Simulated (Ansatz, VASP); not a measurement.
## One calculation of Eu, two programs

The input INCAR:

```
SYSTEM = Eu
PREC = Accurate
ENCUT = 520
EDIFF = 1E-6
ISMEAR = -1
SIGMA = 0.05
LREAL = .FALSE.
LASPH = .TRUE.
NELM = 150
ALGO = Normal
ISIF = 2
LWAVE = .FALSE.
LCHARG = .FALSE.
ISPIN = 2
MAGMOM = 7
LORBIT = 11
LMAXMIX = 6
GGA = PE
NBANDS = 18
```

KPOINTS

```
Automatic mesh
0
G
  8 8 8
  0 0 0
```

Contents of POSCAR:

```
Eu
1.0
   -0.0475900000      2.8164220000      2.7786560000
    2.7882370000     -0.0436730000      2.7747380000
    2.7362850000      2.7605530000      0.0082790000
Eu
1
Direct
    0.0087920000      0.0019190000     -0.0124130000
```

input.yaml

```yaml
crystal:
  lattice:
    - [-0.04759, 2.816422, 2.778656]
    - [2.788237, -0.043673, 2.774738]
    - [2.736285, 2.760553, 0.008279]
  atoms:
    - { symbol: Eu, position: [0.008792, 0.001919, -0.012413], spin: 7.0 }
hamiltonian:
  xc: pbe
  pseudopotentials: { kind: paw }
magnetization:
  spin_polarized: true
kpoints:
  mp_grid: { grid: [8, 8, 8] }
scf:
  occupations: { method: fermi_dirac, width: 0.05 }
output:
  forces: true
  stress: true
  eigenvalues: true
  write_density: true
  write_potential: true
  elf: true
  volumetric_format: npy
```

Change from the starting cell: cell strained at random at fixed volume.

Alike in both runs: task single point; functional PBE; k mesh 8 × 8 × 8; occupations fermi-dirac, width 0.05 eV; collinear spin.

|  | VASP | Ansatz |
| --- | --- | --- |
| version | VASP 6.6.1 | Ansatz 0.2.0 |
| potentials or method | VASP PAW PBE potentials, release 64 (Eu) | Ansatz PAW |
| plane-wave cutoff (eV) | 520 | 420 |
| valence electrons in the cell | 17 | 17 |

Ansatz gave:

- gap on the k mesh at the Fermi level (eV): none
- pressure (GPa): -0.6
- traceless stress, the component that is largest in VASP (GPa): 0.56
- net moment per atom (μB): 7.53
- size of the moment on the site where the two differ most (μB): 7.18

Question: What did VASP give for the same quantities?

Answer: gap on the k mesh at the Fermi level (eV): none; pressure (GPa): -0.8; traceless stress, the component that is largest in VASP (GPa): 0.56; net moment per atom (μB): 7.52; size of the moment on the site where the two differ most (μB): 6.73.

Site moments also hang on the region over which each program counts them. A gap of «none» marks a metal or a gap that the smearing closes.

Neither program's run includes spin-orbit coupling.
